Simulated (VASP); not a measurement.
# PbO2 (Fm-3m) in VASP: settings compared

The runs below take PbO2 through single point, with r2SCAN, PBE.

Everything below comes from runs of VASP 6.6.1. Logs are shortened: lines on timing, memory, paths and dates and some standing lists are left out, and cuts for length are marked.

## (1) The cell of the first run

The structure is cubic, space group Fm-3m (No. 225). Conventional cell: a = 5.510 Å, b = 5.510 Å, c = 5.510 Å, α = 90.00°, β = 90.00°, γ = 90.00°. Pb (site symmetry m-3m) has 8 O at 2.39 Å within 3.2 Å. Within 3.2 Å of O (site symmetry -43m) lie 4 Pb at 2.39 Å and 6 O at 2.75 Å.

## (2) Single point, r2SCAN

File POSCAR:

```
PbO2
1.0
    0.0000000000      2.7549856893      2.7549856893
    2.7549856893      0.0000000000      2.7549856893
    2.7549856893      2.7549856893      0.0000000000
Pb O
1 2
Direct
    0.0000000000      0.0000000000      0.0000000000
    0.7500000000      0.7500000000      0.7500000000
    0.2500000000      0.2500000000      0.2500000000
```

File INCAR.step1:

```
PREC     = Accurate       # precision mode
ENCUT    = 520            # plane-wave cutoff, eV
ISMEAR   = -1             # smearing method
SIGMA    = 0.05           # smearing width, eV
LREAL    = False          # projectors in reciprocal space
LASPH    = True           # aspherical terms in the spheres
NELM     = 100            # most SCF steps
NBANDS   = 20             # bands
GGA      = PE             # functional
ALGO     = Normal         # electronic algorithm
EDIFF    = 1E-4           # SCF threshold, eV
LWAVE    = True           # write WAVECAR
LCHARG   = False          # write CHGCAR
```

File INCAR.step2:

```
PREC     = Accurate       # precision mode
ENCUT    = 520            # plane-wave cutoff, eV
EDIFF    = 1E-7           # SCF threshold, eV
ISMEAR   = -1             # smearing method
SIGMA    = 0.05           # smearing width, eV
LREAL    = False          # projectors in reciprocal space
LASPH    = True           # aspherical terms in the spheres
NELM     = 100            # most SCF steps
ALGO     = Normal         # electronic algorithm
ISIF     = 2              # what is computed and relaxed
LWAVE    = False          # write WAVECAR
LCHARG   = False          # write CHGCAR
METAGGA  = R2SCAN         # meta-GGA
LMIXTAU  = True         
NBANDS   = 20             # bands
ISTART   = 1
```

File KPOINTS:

```
regular mesh
0
Gamma
  9 9 9
```

Potentials or basis: VASP PAW PBE potentials, release 64 (Pb_d, O).

Run with:

```sh
> cat potpaw_PBE.64/Pb_d/POTCAR potpaw_PBE.64/O/POTCAR > POTCAR
> cp INCAR.step1 INCAR
> mpirun -np 1 vasp_std > vasp.out
> cp INCAR.step2 INCAR
> mpirun -np 1 vasp_std > vasp.out
```

OUTCAR:

```text
PREC = Accurate
   ENCUT = 520
   EDIFF = 1E-7
   ISMEAR = -1
   LREAL = False
   LASPH = True
   NELM = 100
   ISIF = 2
   METAGGA = R2SCAN
   ISTART = 1

 ion  position               nearest neighbor table
   1  0.000  0.000  0.000-   2 2.39   3 2.39   2 2.39   2 2.39   2 2.39   3 2.39   3 2.39   3 2.39

   2  0.750  0.750  0.750-   1 2.39   1 2.39   1 2.39   1 2.39
   3  0.250  0.250  0.250-   1 2.39   1 2.39   1 2.39   1 2.39

  LATTYP: Found a face centered cubic cell.
 ALAT       =     5.5099713786

  Lattice vectors:

 A1 = (   0.0000000000,   2.7549856893,   2.7549856893)
 A2 = (   2.7549856893,   0.0000000000,   2.7549856893)
 A3 = (   2.7549856893,   2.7549856893,   0.0000000000)

Analysis of symmetry for initial positions (statically):
=====================================================================
 Subroutine PRICEL returns:
 Original cell was already a primitive cell.

 Routine SETGRP: Setting up the symmetry group for a
 face centered cubic supercell.

 Subroutine GETGRP returns: Found 48 space group operations
 (whereof 48 operations were pure point group operations)
 out of a pool of 48 trial point group operations.

The static configuration has the point symmetry O_h .

Analysis of symmetry for dynamics (positions and initial velocities):
=====================================================================
 Subroutine PRICEL returns:
 Original cell was already a primitive cell.

 Routine SETGRP: Setting up the symmetry group for a
 face centered cubic supercell.

 Subroutine GETGRP returns: Found 48 space group operations
 (whereof 48 operations were pure point group operations)
 out of a pool of 48 trial point group operations.

The dynamic configuration has the point symmetry O_h .

 Subroutine INISYM returns: Found 48 space group operations
 (whereof 48 operations are pure point group operations),
 and found     1 'primitive' translations

----------------------------------------------------------------------------------------

                                     Primitive cell

  volume of cell :      41.8204

  direct lattice vectors                    reciprocal lattice vectors
     0.000000000  2.754985689  2.754985689    -0.181489146  0.181489146  0.181489146
     2.754985689  0.000000000  2.754985689     0.181489146 -0.181489146  0.181489146
     2.754985689  2.754985689  0.000000000     0.181489146  0.181489146 -0.181489146

  length of vectors
     3.896138126  3.896138126  3.896138126     0.314348422  0.314348422  0.314348422

  position of ions in fractional coordinates (direct lattice)
     0.000000000  0.000000000  0.000000000
     0.750000000  0.750000000  0.750000000
     0.250000000  0.250000000  0.250000000

  ion indices of the primitive-cell ions
   primitive index   ion index
                 1           1
                 2           2
                 3           3

----------------------------------------------------------------------------------------

 KPOINTS: regular mesh

Automatic generation of k-mesh.
 Grid dimensions read from file:
 generate k-points for:    9    9    9

 Generating k-lattice:

  Cartesian coordinates                     Fractional coordinates (reciprocal lattice)
    -0.020165461  0.020165461  0.020165461     0.111111111  0.000000000  0.000000000
     0.020165461 -0.020165461  0.020165461     0.000000000  0.111111111  0.000000000
     0.020165461  0.020165461 -0.020165461     0.000000000  0.000000000  0.111111111

  Length of vectors
     0.034927602  0.034927602  0.034927602

  Shift w.r.t. Gamma in fractional coordinates (k-lattice)
     0.000000000  0.000000000  0.000000000

 Subroutine IBZKPT returns following result:
 ===========================================

 Found     35 irreducible k-points:

 Following reciprocal coordinates:
            Coordinates               Weight
  0.000000  0.000000  0.000000      1.000000
  0.111111  0.000000  0.000000      8.000000
  0.222222  0.000000  0.000000      8.000000
  0.333333  0.000000  0.000000      8.000000
  0.444444  0.000000  0.000000      8.000000
  0.111111  0.111111  0.000000      6.000000
[... 16 lines left out ...]
 -0.333333  0.333333  0.000000     12.000000
  0.444444  0.444444  0.000000      6.000000
 [... further k-points ...]
   k-points           NKPTS =     35   k-points in BZ     NKDIM =     35   number of bands    NBANDS=     20
   number of dos      NEDOS =    301   number of ions     NIONS =      3
   total plane-waves  NPLWV =  27000
   dimension x,y,z NGX =    30 NGY =   30 NGZ =   30
   dimension x,y,z NGXF=    60 NGYF=   60 NGZF=   60
   ions per type =               1   2
   NGX,Y,Z   is equivalent  to a cutoff of  12.80, 12.80, 12.80 a.u.
   NGXF,Y,Z  is equivalent  to a cutoff of  25.60, 25.60, 25.60 a.u.
 SYSTEM =  unknown system
   PREC   = accura    normal or accurate (medium, high low for compatibility)
   ISTART =      1    job   : 0-new  1-cont  2-samecut
   ICHARG =      0    charge: 1-file 2-atom 10-const
   ISPIN  =      1    spin polarized calculation?
   LNONCOLLINEAR =      F non collinear calculations
   LSORBIT =      F    spin-orbit coupling
   LASPH  =      T    aspherical Exc in radial PAW
   ENCUT  =  520.0 eV  38.22 Ry    6.18 a.u.   7.24  7.24  7.24*2*pi/ulx,y,z
   NELM   =    100;   NELMIN=  2; NELMDL=  0     # of ELM steps
   EDIFF  = 0.1E-06   stopping-criterion for ELM
   LREAL  =      F    real-space projection
   EDIFFG = 0.1E-05   stopping-criterion for IOM
   NSW    =      0    number of steps for IOM
   IBRION =     -1    ionic relax: 0-MD 1-quasi-New 2-CG
   NFREE  =      0    steps in history (QN), initial steepest desc. (CG)
   ISIF   =      2    stress and relaxation
   ISYM   =      2    0-nonsym 1-usesym 2-fastsym
   POTIM  = 0.5000    time-step for ionic-motion
   TEBEG  =    0.0;   TEEND  =   0.0 temperature during run
   PSTRESS=    0.0 pullay stress
   NELECT =      26.0000    total number of electrons
   NUPDOWN=      -1.0000    fix difference up-down
   EMIN   =  10.00;   EMAX   =-10.00  energy-range for DOS
   EFERMI =   0.00;   METHOD = LEGACY
   ISMEAR =    -1;   SIGMA  =   0.05  broadening in eV -4-tet -1-fermi 0-gaus
   EFERMI_NEDOS =   21; number of points for ismear=-14 and -15
   IALGO  =     38    algorithm
   IMIX   =      4    mixing-type and parameters
     AMIX     =   0.40;   BMIX     =  1.00
     AMIX_MAG =   1.60;   BMIX_MAG =  1.00
  volume/ion in A,a.u.               =      13.94        94.07
  Fermi-wavevector in a.u.,A,eV,Ry     =   1.397237  2.640394 26.562245  1.952270
  Thomas-Fermi vector in A             =   2.520513
   LORBIT       =      0    0 simple, 1 ext, 2 COOP (PROOUT), +10 PAW based schemes
   METAGGA = R2SCAN    functional components
   LHFCALC =     F    Hartree Fock is set to
   AEXX    =    0.0000 exact exchange contribution
   IVDW    =     0    specifies the selected vdW correction
   LEPSILON=     F    determine dielectric tensor
   LRPA    =     F    only Hartree local field effects (RPA)
 non-spin polarized calculation
  energy-cutoff  :      520.00
  volume of cell :       41.82
 maximum number of plane-waves:      1147
 NGX is ok and might be reduce to    30
   NGX = 15   NGY = 15   NGZ = 15

 number of electron      25.9999991 magnetization

 Free energy of the ion-electron system (eV)
  ---------------------------------------------------
  ext. energy  EPLUGINS =         0.00000000
  ---------------------------------------------------
  free energy    TOTEN  =       -70.62124245 eV

  energy without entropy =      -70.61507786  energy(sigma->0) =      -70.61816016

 E-fermi :   4.5588     XC(G=0): -11.5662

 val. band max:        4.5047713789   @ k =  -0.3333   0.4444   0.2222
 cond. band min:       5.0295730001   @ k =  -0.1111   0.1111   0.0000
 fundamental gap:      0.5248016212
 Fermi energy:         4.5587582020

 k-point     1 :       0.0000    0.0000    0.0000
  band No.  band energies     occupation
      1     -14.4630      2.00000
      2     -12.0636      2.00000
      3     -11.5587      2.00000
      4     -11.5587      2.00000
      5     -11.5587      2.00000
      6     -11.3700      2.00000
[... 12 lines left out ...]
     19      20.7212      0.00000
     20      20.7212      0.00000

 k-point     2 :       0.1111    0.0000    0.0000
  band No.  band energies     occupation
      1     -14.3767      2.00000
      2     -12.4283      2.00000
      3     -11.5470      2.00000
      4     -11.5470      2.00000
      5     -11.3707      2.00000
      6     -11.3707      2.00000
[... 12 lines left out ...]
     19      20.5910      0.00000
     20      20.5910      0.00000

 k-point     3 :       0.2222    0.0000    0.0000
  band No.  band energies     occupation
      1     -14.1589      2.00000
      2     -12.8560      2.00000
      3     -11.5221      2.00000
      4     -11.5221      2.00000
      5     -11.3671      2.00000
      6     -11.3671      2.00000
[... 12 lines left out ...]
     19      20.3486      0.00000
     20      20.3486      0.00000

 k-point     4 :       0.3333    0.0000    0.0000
  band No.  band energies     occupation
      1     -13.9520      2.00000
      2     -13.0739      2.00000
      3     -11.5052      2.00000
      4     -11.5052      2.00000
      5     -11.3510      2.00000
      6     -11.3510      2.00000
[... 12 lines left out ...]
     19      20.1536      0.00000
     20      20.1536      0.00000

 k-point     5 :       0.4444    0.0000    0.0000
  band No.  band energies     occupation
      1     -13.8985      2.00000
      2     -13.0552      2.00000
      3     -11.5011      2.00000
      4     -11.5011      2.00000
      5     -11.3331      2.00000
      6     -11.3331      2.00000
[... 12 lines left out ...]
     19      20.0377      0.00000
     20      20.0377      0.00000
[... 353 lines left out ...]
      6     -11.3072      2.00000
[... 12 lines left out ...]
     19      21.5758      0.00000
     20      22.5586      0.00000

 k-point    22 :      -0.4444    0.3333    0.0000
  band No.  band energies     occupation
      1     -13.6672      2.00000
      2     -13.4178      2.00000
      3     -11.4358      2.00000
      4     -11.3901      2.00000
      5     -11.3353      2.00000
      6     -11.0617      2.00000
[... 12 lines left out ...]
     19      21.3938      0.00000
     20      22.5238      0.00000

 k-point    23 :      -0.3333    0.3333    0.0000
  band No.  band energies     occupation
      1     -13.6507      2.00000
      2     -13.4512      2.00000
      3     -11.4168      2.00000
      4     -11.4034      2.00000
      5     -11.3591      2.00000
      6     -10.7663      2.00000
[... 12 lines left out ...]
     19      20.5679      0.00000
     20      23.0933      0.00000

 k-point    24 :       0.4444    0.4444    0.0000
  band No.  band energies     occupation
      1     -13.7073      2.00000
      2     -13.3338      2.00000
      3     -11.4579      2.00000
      4     -11.3648      2.00000
      5     -11.3648      2.00000
      6     -11.3210      2.00000
[... 12 lines left out ...]
     19      21.7068      0.00000
     20      21.9371      0.00000

 [... further k-points ...]
[... 5 lines left out ...]
  --------------------------------------------------------------------------------------
  -------------------------------------------------------------------------------------
  Total       -3.2145119     -3.2145119     -3.2145119      0.0000000     -0.0000000      0.0000000
  in kB     -123.1508977   -123.1508977   -123.1508977      0.0000000     -0.0000000      0.0000000
  external PRESSURE =    -123.1508977 kB  Pullay stress =       0.0000000 kB

 VOLUME and BASIS-vectors are now :
 -----------------------------------------------------------------------------
  energy-cutoff  :      520.00
  volume of cell :       41.82
      direct lattice vectors                 reciprocal lattice vectors
     0.000000000  2.754985689  2.754985689    -0.181489146  0.181489146  0.181489146
     2.754985689  0.000000000  2.754985689     0.181489146 -0.181489146  0.181489146
     2.754985689  2.754985689  0.000000000     0.181489146  0.181489146 -0.181489146

 POSITION                                       TOTAL-FORCE (eV/Angst)
 -----------------------------------------------------------------------------------
      0.00000      0.00000      0.00000        -0.000000      0.000000     -0.000000
      4.13248      4.13248      4.13248        -0.000000      0.000000      0.000000
      1.37749      1.37749      1.37749         0.000000     -0.000000     -0.000000
 -----------------------------------------------------------------------------------
    total drift:                                0.000000     -0.000000      0.000000

  FREE ENERGIE OF THE ION-ELECTRON SYSTEM (eV)
  ---------------------------------------------------
  free  energy   TOTEN  =       -70.6212424540 eV

  energy  without entropy=      -70.6150778632  energy(sigma->0) =      -70.61816016
```

Wall time 76 s (1 thread of Intel Xeon 6975P-C (Granite Rapids), shared host); peak memory 0.18 GiB.

What came out:

- Free energy: -70.6212 eV
- Pressure: -12.3 GPa
- Band gap on the k mesh: zero (band 13 reaches 4.50 eV, above the bottom of band 14 at 3.44 eV)

Levels at points of the mesh, in eV from the Fermi level:
```
           k point  band 9  band 10  band 11  band 12  band 13  band 14  band 15  band 16  band 17  band 18
(0.00, 0.00, 0.00)   -1.92    -1.92    -1.92    -1.12    -1.12    -1.12     7.42     7.42     7.42    11.64
```

Caveat: the PAW data sets were made with another functional, which shifts forces and pressure a little; spin-orbit coupling is left out, which moves the levels of the heavy elements.

## (3) Single point, PBE (volume scaled by 0.94)

File INCAR:

```
SYSTEM = PbO2
ALGO     = Normal         ! electronic algorithm
EDIFF    = 1E-7           ! SCF threshold, eV
ENCUT    = 520            ! plane-wave cutoff, eV
GGA      = PE             ! functional
ISIF     = 2              ! what is computed and relaxed
ISMEAR   = -1             ! smearing method
LASPH    = .TRUE.         ! aspherical terms in the spheres
LCHARG   = .FALSE.        ! write CHGCAR
LREAL    = .FALSE.        ! projectors in reciprocal space
LWAVE    = .FALSE.        ! write WAVECAR
NBANDS   = 20             ! bands
NELM     = 100            ! most SCF steps
PREC     = Accurate       ! precision mode
SIGMA    = 0.05           ! smearing width, eV
```

File KPOINTS:

```
k-points
0
G
  9 9 9
  0 0 0
```

File POSCAR:

```
PbO2
1.0
    0.0000000000      2.6468338291      2.6468338291
    2.6468338291      0.0000000000      2.6468338291
    2.6468338291      2.6468338291      0.0000000000
Pb O
1 2
Direct
    0.0000000000      0.0000000000      0.0000000000
    0.7500000000      0.7500000000      0.7500000000
    0.2500000000      0.2500000000      0.2500000000
```

Potentials or basis: VASP PAW PBE potentials, release 64 (Pb_d, O).

Run with:

```sh
> cat potpaw_PBE.64/Pb_d/POTCAR potpaw_PBE.64/O/POTCAR > POTCAR
> mpirun -np 1 vasp_std > vasp.out
```

It took 39 s on 1 thread of AMD EPYC 7R43 (Zen 3), shared host; peak memory 0.13 GiB.

The run converged. Its results:

- Free energy: -15.5333 eV
- Pressure: 10.4 GPa
- Band gap on the k mesh: zero (band 13 reaches 6.39 eV, above the bottom of band 14 at 5.12 eV)

Levels at points of the mesh, in eV from the Fermi level:
```tsv
k point	band 9	band 10	band 11	band 12	band 13	band 14	band 15	band 16	band 17	band 18
(0.00, 0.00, 0.00)	-2.07	-2.07	-2.07	-1.33	-1.33	-1.33	7.17	7.17	7.17	12.09
```

Caveat: spin-orbit coupling is left out, which moves the levels of the heavy elements.

## (4) Single point, PBE (volume scaled by 0.96)

File INCAR:

```
ALGO = Normal
EDIFF = 1E-6
ENCUT = 520
GGA = PE
ISIF = 2
ISMEAR = -1
LASPH = T
LCHARG = F
LREAL = F
LWAVE = F
NBANDS = 20
NELM = 100
PREC = Accurate
SIGMA = 0.05
```

File KPOINTS:

```
k-points
0
Gamma
  9 9 9
```

File POSCAR:

```
PbO2
1.0
    0.0000000000      2.6654741181      2.6654741181
    2.6654741181      0.0000000000      2.6654741181
    2.6654741181      2.6654741181      0.0000000000
Pb O
1 2
Direct
    0.0000000000      0.0000000000      0.0000000000
    0.7500000000      0.7500000000      0.7500000000
    0.2500000000      0.2500000000      0.2500000000
```

Run with:

```sh
> cat potpaw_PBE.64/Pb_d/POTCAR potpaw_PBE.64/O/POTCAR > POTCAR
> mpirun -np 1 vasp_std > vasp.out
```

Run time: 20 s. Hardware: 1 thread of AMD EPYC 7R43 (Zen 3), shared host; peak memory 0.14 GiB.

Results (log left out):

```yaml
Free_energy: -15.5768 eV
Pressure: 6.8 GPa
Band_gap_on_the_k_mesh: zero (band 13 reaches 6.11 eV, above the bottom of band 14 at 4.88 eV)
```

Levels at points of the mesh, in eV from the Fermi level:
```
           k point  band 10  band 11  band 12  band 13  band 14  band 15  band 16  band 17
(0.00, 0.00, 0.00)    -2.03    -2.03    -1.28    -1.28    -1.28     7.12     7.12     7.12
```

Caveat: spin-orbit coupling is left out, which moves the levels of the heavy elements.

## (5) Summary

```tsv
level	cell	gap on the mesh (eV)	pressure (GPa)
r2SCAN	a = 3.896 Å, angles 60.0°, 3 atoms	none	-12.3
PBE	a = 3.743 Å, angles 60.0°, 3 atoms	none	10.4
PBE	a = 3.770 Å, angles 60.0°, 3 atoms	none	6.8
```

Alike in all rows: task single point; potentials or basis VASP PAW PBE potentials, release 64 (Pb_d, O); no spin polarisation; k mesh 9 × 9 × 9; cutoff (eV) 520; smearing fermi-dirac 0.05 eV.

Caveats: spin-orbit coupling is left out, which moves the levels of the heavy elements; the PAW data sets were made with another functional, which shifts forces and pressure a little (some runs).

Absolute energies hang on the potentials; compare differences alone.
